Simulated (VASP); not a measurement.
# Ni (Fm-3m) in VASP: a series of runs

The runs below take Ni through single point, with LDA.

All numbers are computed with VASP 6.6.1; they aren't measurements. Logs are shortened: lines on timing, memory, paths and dates and some standing lists are left out, and cuts for length are marked.

## Step 1: The cell of the first run

Symmetry: Fm-3m, No. 225, cubic system. Conventional cell: a = 3.545 Å, b = 3.545 Å, c = 3.545 Å, α = 90.00°, β = 90.00°, γ = 90.00°. Within 3.3 Å of Ni (site symmetry m-3m) lie 12 Ni at 2.51 Å.

## Step 2: Single point, LDA, collinear spin, ferromagnetic start

Input file INCAR:

```
PREC = Accurate
ENCUT = 520
EDIFF = 1E-6
ISMEAR = -1
SIGMA = 0.1
LREAL = F
LASPH = T
NELM = 150
ALGO = Normal
ISIF = 2
LWAVE = F
LCHARG = F
ISPIN = 2
MAGMOM = 2 2
LORBIT = 11
LMAXMIX = 4
ISYM = 0
NBANDS = 21
```

Input file KPOINTS:

```
regular mesh
0
Gamma
  12 7 10
```

Input file POSCAR:

```
Ni
1.0
    0.0000000000     -1.7724000000     -1.7724000000
   -3.5448000000     -1.7724000000     -1.7724000000
    0.0000000000      1.7724000000     -1.7724000000
Ni
2
Direct
    0.0000000000      0.0000000000      0.0000000000
    0.0000000000      0.5000000000      0.5000000000
```

Potentials or basis: VASP PAW LDA potentials, release 64 (Ni).

Run with:

```bash
> cat potpaw_LDA.64/Ni/POTCAR > POTCAR
> mpirun -np 1 vasp_std > vasp.out
```

OUTCAR:

```text
PREC = Accurate
   ENCUT = 520
   EDIFF = 1E-6
   ISMEAR = -1
   LREAL = F
   LASPH = T
   NELM = 150
   ISIF = 2
   ISPIN = 2
   LORBIT = 11
   ISYM = 0

 ion  position               nearest neighbor table
   1  0.000  0.000  0.000-   2 2.51   2 2.51   2 2.51   2 2.51   2 2.51   2 2.51   2 2.51   2 2.51

   2  0.000  0.500  0.500-   1 2.51   1 2.51   1 2.51   1 2.51   1 2.51   1 2.51   1 2.51   1 2.51

IMPORTANT INFORMATION: All symmetrisations will be switched off!
NOSYMM: (Re-)initialisation of all symmetry stuff for point group C_1.

----------------------------------------------------------------------------------------

                                     Primitive cell

  volume of cell :      22.2713

  direct lattice vectors                    reciprocal lattice vectors
     0.000000000 -1.772400000 -1.772400000     0.282103363 -0.282103363 -0.282103363
    -3.544800000 -1.772400000 -1.772400000    -0.282103363  0.000000000  0.000000000
     0.000000000  1.772400000 -1.772400000     0.000000000  0.282103363 -0.282103363

  length of vectors
     2.506552118  4.341475620  2.506552118     0.488617357  0.282103363  0.398954401

  position of ions in fractional coordinates (direct lattice)
     0.000000000  0.000000000  0.000000000
     0.000000000  0.500000000  0.500000000

  ion indices of the primitive-cell ions
   primitive index   ion index
                 1           1
                 2           2

----------------------------------------------------------------------------------------

 KPOINTS: regular mesh

Automatic generation of k-mesh.
 Grid dimensions read from file:
 generate k-points for:   12    7   10

 Generating k-lattice:

  Cartesian coordinates                     Fractional coordinates (reciprocal lattice)
     0.023508614 -0.023508614 -0.023508614     0.083333333  0.000000000  0.000000000
    -0.040300480  0.000000000  0.000000000     0.000000000  0.142857143  0.000000000
     0.000000000  0.028210336 -0.028210336     0.000000000  0.000000000  0.100000000

  Length of vectors
     0.040718113  0.040300480  0.039895440

  Shift w.r.t. Gamma in fractional coordinates (k-lattice)
     0.000000000  0.000000000  0.000000000

 -----------------------------------------------------------------------------
|                                                                             |
|           W    W    AA    RRRRR   N    N  II  N    N   GGGG   !!!           |
|           W    W   A  A   R    R  NN   N  II  NN   N  G    G  !!!           |
|           W    W  A    A  R    R  N N  N  II  N N  N  G       !!!           |
|           W WW W  AAAAAA  RRRRR   N  N N  II  N  N N  G  GGG   !            |
|           WW  WW  A    A  R   R   N   NN  II  N   NN  G    G                |
|           W    W  A    A  R    R  N    N  II  N    N   GGGG   !!!           |
|                                                                             |
|     Your reciprocal lattice and k-lattice belong to different lattice       |
|     classes:                                                                |
|                                                                             |
|        The reciprocal lattice is simple tetragonal,                         |
|        whereas your k-lattice is simple monoclinic.                         |
|                                                                             |
|     Results are often still useful ...                                      |
|                                                                             |
 -----------------------------------------------------------------------------

 WARNING: IBZKPT: internal override: KBLOWUP is changed to .FALSE.
      ... skipping the blow-up phase ...

 Subroutine IBZKPT returns following result:
 ===========================================

 Found    422 irreducible k-points:

 Following reciprocal coordinates:
            Coordinates               Weight
  0.000000  0.000000  0.000000      1.000000
  0.083333  0.000000  0.000000      2.000000
  0.166667  0.000000  0.000000      2.000000
  0.250000  0.000000  0.000000      2.000000
  0.333333  0.000000  0.000000      2.000000
  0.416667  0.000000  0.000000      2.000000
[... 16 lines left out ...]
  0.250000  0.285714  0.000000      2.000000
  0.333333  0.285714  0.000000      2.000000
 [... further k-points ...]
   k-points           NKPTS =    422   k-points in BZ     NKDIM =    422   number of bands    NBANDS=     21
   number of dos      NEDOS =    301   number of ions     NIONS =      2
   total plane-waves  NPLWV =  12800
   dimension x,y,z NGX =    20 NGY =   32 NGZ =   20
   dimension x,y,z NGXF=    40 NGYF=   64 NGZF=   40
   ions per type =               2
   NGX,Y,Z   is equivalent  to a cutoff of  13.26, 12.25, 13.26 a.u.
   NGXF,Y,Z  is equivalent  to a cutoff of  26.53, 24.51, 26.53 a.u.
 SYSTEM =  unknown system
   PREC   = accura    normal or accurate (medium, high low for compatibility)
   ISTART =      0    job   : 0-new  1-cont  2-samecut
   ICHARG =      2    charge: 1-file 2-atom 10-const
   ISPIN  =      2    spin polarized calculation?
   LNONCOLLINEAR =      F non collinear calculations
   LSORBIT =      F    spin-orbit coupling
   LASPH  =      T    aspherical Exc in radial PAW
   ENCUT  =  520.0 eV  38.22 Ry    6.18 a.u.   4.66  8.07  4.66*2*pi/ulx,y,z
   NELM   =    150;   NELMIN=  2; NELMDL= -5     # of ELM steps
   EDIFF  = 0.1E-05   stopping-criterion for ELM
   LREAL  =      F    real-space projection
   EDIFFG = 0.1E-04   stopping-criterion for IOM
   NSW    =      0    number of steps for IOM
   IBRION =     -1    ionic relax: 0-MD 1-quasi-New 2-CG
   NFREE  =      0    steps in history (QN), initial steepest desc. (CG)
   ISIF   =      2    stress and relaxation
   ISYM   =      0    0-nonsym 1-usesym 2-fastsym
   POTIM  = 0.5000    time-step for ionic-motion
   TEBEG  =    0.0;   TEEND  =   0.0 temperature during run
   PSTRESS=    0.0 pullay stress
   NELECT =      20.0000    total number of electrons
   NUPDOWN=      -1.0000    fix difference up-down
   EMIN   =  10.00;   EMAX   =-10.00  energy-range for DOS
   EFERMI =   0.00;   METHOD = LEGACY
   ISMEAR =    -1;   SIGMA  =   0.10  broadening in eV -4-tet -1-fermi 0-gaus
   EFERMI_NEDOS =   21; number of points for ismear=-14 and -15
   IALGO  =     38    algorithm
   IMIX   =      4    mixing-type and parameters
     AMIX     =   0.40;   BMIX     =  1.00
     AMIX_MAG =   1.60;   BMIX_MAG =  1.00
  volume/ion in A,a.u.               =      11.14        75.15
  Fermi-wavevector in a.u.,A,eV,Ry     =   1.579440  2.984709 33.941505  2.494630
  Thomas-Fermi vector in A             =   2.679819
   LORBIT       =     11    0 simple, 1 ext, 2 COOP (PROOUT), +10 PAW based schemes
   GGA     = CA    functional components
   LHFCALC =     F    Hartree Fock is set to
   AEXX    =    0.0000 exact exchange contribution
   IVDW    =     0    specifies the selected vdW correction
   LEPSILON=     F    determine dielectric tensor
   LRPA    =     F    only Hartree local field effects (RPA)
 spin polarized calculation
  energy-cutoff  :      520.00
  volume of cell :       22.27
 maximum number of plane-waves:       616
   NGX =  9   NGY = 17   NGZ =  9

 number of electron      19.9999987 magnetization       1.1762541

 Free energy of the ion-electron system (eV)
  ---------------------------------------------------
  ext. energy  EPLUGINS =         0.00000000
  ---------------------------------------------------
  free energy    TOTEN  =       -13.06100726 eV

  energy without entropy =      -12.94173109  energy(sigma->0) =      -13.00136918

 E-fermi :   8.6834     XC(G=0): -13.4750

 val. band max:        8.6828615374   @ k =   0.0833  -0.4286   0.4000
 cond. band min:       8.6890830953   @ k =  -0.3333   0.2857   0.1000
 fundamental gap:      0.0062215579
 Fermi energy:         8.6834456443

 spin component 1

 k-point     1 :       0.0000    0.0000    0.0000
  band No.  band energies     occupation
      1      -0.1244      1.00000
      2       4.2313      1.00000
      3       4.7033      1.00000
      4       6.4225      1.00000
      5       6.4252      1.00000
      6       6.4257      1.00000
[... 13 lines left out ...]
     20      35.8521      0.00000
     21      35.8530      0.00000

 k-point     2 :       0.0833    0.0000    0.0000
  band No.  band energies     occupation
      1       0.1418      1.00000
      2       4.3290      1.00000
      3       4.7880      1.00000
      4       6.3579      1.00000
      5       6.4806      1.00000
      6       6.4831      1.00000
[... 13 lines left out ...]
     20      35.2695      0.00000
     21      35.2696      0.00000
[... 487 lines left out ...]
      5       6.6468      1.00000
      6       6.7264      1.00000
[... 13 lines left out ...]
     20      37.0857      0.00000
     21      37.6249      0.00000

 k-point    24 :       0.3333    0.2857    0.0000
  band No.  band energies     occupation
      1       2.4960      1.00000
      2       5.1715      1.00000
      3       5.4315      1.00000
      4       5.9070      1.00000
      5       6.2692      1.00000
      6       6.5792      1.00000
[... 13 lines left out ...]
     20      36.2047      0.00000
     21      37.0945      0.00000

 [... further k-points ...]

 spin component 2

 k-point     1 :       0.0000    0.0000    0.0000
  band No.  band energies     occupation
      1      -0.0850      1.00000
      2       4.5881      1.00000
      3       5.2041      1.00000
      4       7.0173      1.00000
      5       7.0183      1.00000
      6       7.0201      1.00000
[... 13 lines left out ...]
     20      35.9041      0.00000
     21      35.9046      0.00000

 k-point     2 :       0.0833    0.0000    0.0000
  band No.  band energies     occupation
      1       0.1815      1.00000
      2       4.6838      1.00000
      3       5.2887      1.00000
      4       6.9455      1.00000
      5       7.0765      1.00000
      6       7.0793      1.00000
[... 13 lines left out ...]
     20      35.3534      0.00000
     21      35.3538      0.00000
[... 487 lines left out ...]
      5       7.2303      1.00000
      6       7.2315      1.00000
[... 13 lines left out ...]
     20      37.1215      0.00000
     21      37.6847      0.00000

 k-point    24 :       0.3333    0.2857    0.0000
  band No.  band energies     occupation
      1       2.5583      1.00000
      2       5.6416      1.00000
      3       5.8059      1.00000
      4       6.4471      1.00000
      5       6.7670      1.00000
      6       7.1370      1.00000
[... 13 lines left out ...]
     20      36.3203      0.00000
     21      37.1184      0.00000

 [... further k-points ...]
[... 5 lines left out ...]
  --------------------------------------------------------------------------------------
  -------------------------------------------------------------------------------------
  Total       -2.7838217     -2.7910946     -2.7910939      0.0010421     -0.0020315      0.0010439
  in kB     -200.2657946   -200.7890022   -200.7889537      0.0749661     -0.1461408      0.0750959
  external PRESSURE =    -200.6145835 kB  Pullay stress =       0.0000000 kB

 VOLUME and BASIS-vectors are now :
 -----------------------------------------------------------------------------
  energy-cutoff  :      520.00
  volume of cell :       22.27
      direct lattice vectors                 reciprocal lattice vectors
     0.000000000 -1.772400000 -1.772400000     0.282103363 -0.282103363 -0.282103363
    -3.544800000 -1.772400000 -1.772400000    -0.282103363  0.000000000  0.000000000
     0.000000000  1.772400000 -1.772400000     0.000000000  0.282103363 -0.282103363

 POSITION                                       TOTAL-FORCE (eV/Angst)
 -----------------------------------------------------------------------------------
      0.00000      0.00000      0.00000        -0.000000     -0.000000     -0.000000
     -1.77240      0.00000     -1.77240         0.000000      0.000000      0.000000
 -----------------------------------------------------------------------------------
    total drift:                                0.000000      0.000000     -0.000001

  FREE ENERGIE OF THE ION-ELECTRON SYSTEM (eV)
  ---------------------------------------------------
  free  energy   TOTEN  =       -13.0610072636 eV

  energy  without entropy=      -12.9417310873  energy(sigma->0) =      -13.00136918

 total charge

# of ion       s       p       d       tot
------------------------------------------
    1        0.490   0.475   8.316   9.281
    2        0.490   0.475   8.316   9.281
--------------------------------------------------
tot          0.979   0.951  16.631  18.561

 magnetization (x)

# of ion       s       p       d       tot
------------------------------------------
    1       -0.005  -0.017   0.616   0.594
    2       -0.005  -0.017   0.616   0.594
--------------------------------------------------
tot         -0.009  -0.034   1.232   1.188
```

It took 7.1 min on 1 thread of Oxide Virtual Turin-like, shared host; peak memory 0.31 GiB.

What came out:

```yaml
Free_energy: -13.0610 eV
Pressure: -20.1 GPa
Net_moment: 1.18 μB per cell
Site_moments: Ni +0.59 μB
Valence_electrons_inside_the_program's_atomic_spheres: Ni 9.28
```

Levels at points of the mesh, in eV from the Fermi level:
Spin up:
| k point | band 8 | band 9 | band 10 | band 11 | band 12 | band 13 | band 14 | band 15 |
| --- | --- | --- | --- | --- | --- | --- | --- | --- |
| (0.00, 0.00, 0.00) | -1.16 | -0.46 | -0.34 | -0.34 | 2.46 | 9.09 | 14.57 | 14.57 |
| (0.50, 0.00, 0.00) | -0.48 | -0.48 | -0.48 | -0.20 | -0.20 | 5.57 | 5.57 | 22.14 |
| (0.00, 0.00, 0.50) | -1.58 | -1.24 | -1.24 | 1.02 | 1.02 | 11.38 | 11.38 | 12.72 |
| (0.50, 0.00, 0.50) | -1.22 | -0.34 | -0.34 | 7.65 | 7.65 | 7.65 | 7.65 | 9.92 |
Spin down:
| k point | band 7 | band 8 | band 9 | band 10 | band 11 | band 12 | band 13 | band 14 |
| --- | --- | --- | --- | --- | --- | --- | --- | --- |
| (0.00, 0.00, 0.00) | -0.60 | -0.59 | 0.12 | 0.34 | 0.34 | 2.50 | 9.35 | 14.64 |
| (0.50, 0.00, 0.00) | -0.17 | -0.17 | 0.15 | 0.15 | 0.15 | 0.15 | 5.94 | 5.94 |
| (0.00, 0.00, 0.50) | -1.05 | -1.05 | -0.60 | -0.60 | 1.52 | 1.52 | 11.58 | 11.58 |
| (0.50, 0.00, 0.50) | -0.68 | -0.68 | 0.34 | 0.34 | 7.85 | 7.85 | 7.85 | 7.85 |

Caveat: the cell stands under tension.

## Step 3: Single point, LDA, collinear spin

INCAR: that of step 2 with these lines changed.

```diff
@@ -13,6 +13,6 @@
 ISPIN = 2
-MAGMOM = 2 2
+MAGMOM = 0.06 0.06
 LORBIT = 11
 LMAXMIX = 4
+NBANDS = 21
 ISYM = 0
-NBANDS = 21
```

KPOINTS is that of step 2.

POSCAR is that of step 2.

Potentials or basis: VASP PAW LDA potentials, release 64 (Ni).

Run with:

```bash
> cat potpaw_LDA.64/Ni/POTCAR > POTCAR
> mpirun -np 1 vasp_std > vasp.out
```

OUTCAR:

```text
PREC = Accurate
   ENCUT = 520
   EDIFF = 1E-6
   ISMEAR = -1
   LREAL = F
   LASPH = T
   NELM = 150
   ISIF = 2
   ISPIN = 2
   LORBIT = 11
   ISYM = 0

 ion  position               nearest neighbor table
   1  0.000  0.000  0.000-   2 2.51   2 2.51   2 2.51   2 2.51   2 2.51   2 2.51   2 2.51   2 2.51

   2  0.000  0.500  0.500-   1 2.51   1 2.51   1 2.51   1 2.51   1 2.51   1 2.51   1 2.51   1 2.51

IMPORTANT INFORMATION: All symmetrisations will be switched off!
NOSYMM: (Re-)initialisation of all symmetry stuff for point group C_1.

[... 1341 lines left out ...]

 VOLUME and BASIS-vectors are now :
 -----------------------------------------------------------------------------
  energy-cutoff  :      520.00
  volume of cell :       22.27
      direct lattice vectors                 reciprocal lattice vectors
     0.000000000 -1.772400000 -1.772400000     0.282103363 -0.282103363 -0.282103363
    -3.544800000 -1.772400000 -1.772400000    -0.282103363  0.000000000  0.000000000
     0.000000000  1.772400000 -1.772400000     0.000000000  0.282103363 -0.282103363

 POSITION                                       TOTAL-FORCE (eV/Angst)
 -----------------------------------------------------------------------------------
      0.00000      0.00000      0.00000        -0.000000     -0.000000     -0.000000
     -1.77240      0.00000     -1.77240         0.000000      0.000000      0.000000
 -----------------------------------------------------------------------------------
    total drift:                               -0.000000      0.000000      0.000000

  FREE ENERGIE OF THE ION-ELECTRON SYSTEM (eV)
  ---------------------------------------------------
  free  energy   TOTEN  =       -13.0196043010 eV

  energy  without entropy=      -12.8416658071  energy(sigma->0) =      -12.93063505

 total charge

# of ion       s       p       d       tot
------------------------------------------
    1        0.487   0.472   8.324   9.282
    2        0.487   0.472   8.324   9.282
--------------------------------------------------
tot          0.974   0.944  16.647  18.565

 magnetization (x)

# of ion       s       p       d       tot
------------------------------------------
    1       -0.000  -0.000   0.003   0.002
    2       -0.000  -0.000   0.003   0.003
--------------------------------------------------
tot         -0.000  -0.000   0.005   0.005
```

Run time: 12 min. Hardware: 1 thread of Oxide Virtual Turin-like, shared host; peak memory 0.31 GiB.

Results:

```
Free energy                                           : -13.0196 eV
Pressure                                              : -20.9 GPa
Band gap on the k mesh                                : zero (filled and empty bands overlap)
Net moment                                            : 0.00 μB per cell
Valence electrons inside the program's atomic spheres : Ni 9.28
```

Stress tensor (GPa, compression positive):
```
-20.62  -0.03  -0.03
 -0.03 -20.99   0.01
 -0.03   0.01 -20.99
```

Levels at points of the mesh, in eV from the Fermi level:
Spin up:
```csv
k point,band 6,band 7,band 8,band 9,band 10,band 11,band 12,band 13,band 14,band 15
"(0.00, 0.00, 0.00)",-1.83,-0.75,-0.75,-0.04,0.13,0.13,2.59,9.34,14.72,14.72
"(0.50, 0.00, 0.00)",-1.87,-0.07,-0.07,-0.04,-0.04,-0.04,-0.04,5.87,5.87,22.23
"(0.00, 0.00, 0.50)",-2.23,-1.18,-1.18,-0.79,-0.79,1.39,1.39,11.60,11.60,12.90
"(0.50, 0.00, 0.50)",-2.51,-0.82,-0.82,0.13,0.13,7.86,7.86,7.87,7.87,10.14
```
Spin down:
| k point | band 7 | band 8 | band 9 | band 10 | band 11 | band 12 | band 13 | band 14 |
| --- | --- | --- | --- | --- | --- | --- | --- | --- |
| (0.00, 0.00, 0.00) | -0.75 | -0.74 | -0.04 | 0.13 | 0.13 | 2.59 | 9.34 | 14.72 |
| (0.50, 0.00, 0.00) | -0.07 | -0.07 | -0.04 | -0.04 | -0.04 | -0.04 | 5.88 | 5.88 |
| (0.00, 0.00, 0.50) | -1.18 | -1.18 | -0.79 | -0.79 | 1.39 | 1.39 | 11.60 | 11.60 |
| (0.50, 0.00, 0.50) | -0.82 | -0.82 | 0.13 | 0.13 | 7.86 | 7.86 | 7.87 | 7.87 |

Caveat: the cell stands under tension.
